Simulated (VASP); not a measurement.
Write the native input for VASP 6.6.1 that does the following.

```yaml
Task: single point
Functional: PBE
Potentials_or_basis: VASP PAW PBE potentials, release 64 (Ru_pv, Ir)
Cutoff: 520 eV
k_mesh: 6 × 6 × 2
Occupations: gaussian, width 0.1 eV
Spin: no spin polarisation
Dipole_correction: no
Further_INCAR_settings: ALGO = Normal; EDIFF = 1e-06; NBANDS = 48
```

The structure of IrRu5 lies in POSCAR:

```
IrRu5
1.0
    2.7064543400      0.0000000000      0.0000000000
   -1.3532271700      2.3438582100      0.0000000000
    0.0000000000      0.0000000000     12.7797440000
Ru Ir
5 1
Direct
    0.3333333300      0.6666666700      0.8333333300
    0.3333333300      0.6666666700      0.1666666700
    0.3333333300      0.6666666700      0.5000000000
    0.6666666700      0.3333333300      0.3333333300
    0.6666666700      0.3333333300      0.6666666700
    0.6666666700      0.3333333300      0.0000000000
```

One way to write it, as run:

INCAR

```
PREC = Accurate ; ENCUT = 520
EDIFF = 1E-6 ; ISMEAR = 0
SIGMA = 0.1 ; LREAL = F
LASPH = T ; NELM = 100
ALGO = Normal ; ISIF = 2
LWAVE = F ; LCHARG = T
GGA = PE ; LELF = T
LVHAR = T ; NBANDS = 48
```

KPOINTS

```
regular mesh
0
Gamma
  6 6 2
```

Potentials or basis: VASP PAW PBE potentials, release 64 (Ru_pv, Ir).

Run with:

```bash
$ cat potpaw_PBE.64/Ru_pv/POTCAR potpaw_PBE.64/Ir/POTCAR > POTCAR
$ mpirun -np 1 vasp_std > vasp.out
```

Results of the run:

- Pressure: 10.4 GPa
- Largest force: 0.651 eV/Å
- Band gap on the k mesh: zero (an odd number of electrons rules out a gap without spin polarisation)

Caveat: the k points lie up to 0.45 Å⁻¹ apart, too coarse for converged energies and pressures of a metal; spin-orbit coupling is left out, which moves the levels of the heavy elements.

Wall time 82 s on 1 thread of Intel(R) Xeon(R) 6975P-C (Granite Rapids), on a shared host, peak memory 0.21 GiB.
